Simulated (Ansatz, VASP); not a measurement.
Given: the input of a run of Ansatz 0.2.0 on TaN.

The input input.yaml:

```yaml
crystal:
  lattice:
    - [2.93800111, 0.0, 0.0]
    - [-1.46900055, 2.5443836, 0.0]
    - [0.0, 0.0, 2.88300221]
  atoms:
    - { symbol: Ta, position: [0.3333333333, 0.6666666667, 0.5] }
    - { symbol: "N", position: [0.0, 0.0, 0.0] }
hamiltonian:
  xc: rpbe
  pseudopotentials: { kind: paw }
kpoints:
  mp_grid: { grid: [10, 10, 9] }
scf:
  occupations: { method: fermi_dirac, width: 0.05 }
output:
  forces: true
  stress: true
  eigenvalues: true
relax:
  f_tol: 0.01
  max_steps: 40
  cell: { stress_tol: 0.05 }
```

Potentials or basis: Ansatz PAW.

Launch:

```sh
$ ansatz run input.yaml --threads 2 --pin off --max-ram 5632MiB --backend cpu --events-out ev --progress --plain --runs-dir out
```

Question: Set up the same calculation for VASP 6.6.1. Potentials there: VASP PAW PBE potentials, release 64 (Ta_pv, N).

Answer: As run (the cutoff follows the program's own potentials):

The input INCAR:

```
PREC = Accurate ; ENCUT = 600
EDIFF = 1E-7 ; ISMEAR = -1
SIGMA = 0.05 ; LREAL = F
LASPH = T ; NELM = 60
ALGO = Normal ; ISIF = 3
LWAVE = F ; LCHARG = F
GGA = RP ; IBRION = 2
NSW = 60 ; EDIFFG = -0.01
```

File KPOINTS:

```
regular mesh
0
Gamma
  10 10 9
```

Contents of POSCAR:

```
TaN
1.0
    2.9380011100      0.0000000000      0.0000000000
   -1.4690005500      2.5443836000      0.0000000000
    0.0000000000      0.0000000000      2.8830022100
Ta N
1 1
Direct
    0.3333333333      0.6666666667      0.5000000000
    0.0000000000      0.0000000000      0.0000000000
```

Potentials or basis: VASP PAW PBE potentials, release 64 (Ta_pv, N).

Command:

```console
$ cat potpaw_PBE.64/Ta_pv/POTCAR potpaw_PBE.64/N/POTCAR > POTCAR
$ mpirun -np 1 vasp_std > vasp.out
```

Both were run:

|  | VASP | Ansatz | Ansatz less VASP |
| --- | --- | --- | --- |
| gap on the k mesh at the Fermi level, each at its own relaxed structure (eV) | none | none | - |
| relaxed volume (Å³/atom) | 11.09 | 11.07 | -0.018 |
| relaxed cell length with the largest relative difference (Å) | 2.914 | 2.912 | -0.0019 |

VASP's potentials were made for PBE, not for RPBE. A gap of «none» marks a metal or a gap that the smearing closes. VASP's potentials hold 16 valence electrons a cell and Ansatz's 18, so a difference there can come from the potentials and not from the codes.

Neither program's run includes spin-orbit coupling. Noted on Ansatz's run: the plane-wave basis is chosen anew once the cell has moved, so the energies of steps on either side of that aren't comparable.
